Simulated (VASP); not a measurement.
Wanted: the native input for a VASP 6.6.1 run.

- Task: single point
- Functional: PBEsol
- Potentials or basis: VASP PAW PBE potentials, release 64 (Sr_sv, Ti_sv, O)
- Cutoff: 520 eV
- k mesh: 8 × 8 × 8
- Occupations: gaussian, width 0.05 eV
- Spin: no spin polarisation
- Dipole correction: no
- Further INCAR settings: ALGO = Normal; EDIFF = 1e-07; NBANDS = 28

The structure of SrTiO3 lies in POSCAR:

```
SrTiO3
1.0
    3.9431369145      0.0000000000      0.0000000000
    0.0000000000      3.9431369145      0.0000000000
    0.0000000000      0.0000000000      3.8913815400
Sr Ti O
1 1 3
Direct
    0.0072188559      0.0000000000      0.0000000000
    0.5178206165      0.5000000000      0.5000000000
   -0.0291211991      0.5000000000      0.5000000000
    0.4681347103      0.0000000000      0.5000000000
    0.4681347103      0.5000000000      0.0000000000
```

This cell differs from its parent crystal: atoms displaced along a vibrational mode, the cell strained.

The input as run:

INCAR

```
SYSTEM = SrTiO3
  ALGO = Normal
  EDIFF = 1E-7
  ENCUT = 520
  GGA = PS
  ISIF = 2
  ISMEAR = 0
  LASPH = .True.
  LCHARG = .False.
  LREAL = .False.
  LWAVE = .False.
  NBANDS = 28
  NELM = 60
  PREC = Accurate
  SIGMA = 0.05
```

KPOINTS

```
k-points
0
Gamma
  8 8 8
  0 0 0
```

Potentials or basis: VASP PAW PBE potentials, release 64 (Sr_sv, Ti_sv, O).

Launch:

```console
$ cat potpaw_PBE.64/Sr_sv/POTCAR potpaw_PBE.64/Ti_sv/POTCAR potpaw_PBE.64/O/POTCAR > POTCAR
$ mpirun -np 1 vasp_std > vasp.out
```

Results of the run:

```
Pressure               : -1.7 GPa
Largest force          : 0.900 eV/Å
Band gap on the k mesh : 1.87 eV (least direct gap 2.50 eV)
```

Caveat: the cell differs from its parent crystal (atoms displaced along a vibrational mode, the cell strained); the stress differs along the axes, from -5 to 2 GPa; the PAW data sets were made with another functional, which shifts forces and pressure a little.

Run time: 2.6 min on 1 thread of Intel(R) Xeon(R) Platinum 8488C (Sapphire Rapids) (shared host), peak memory 0.32 GiB.
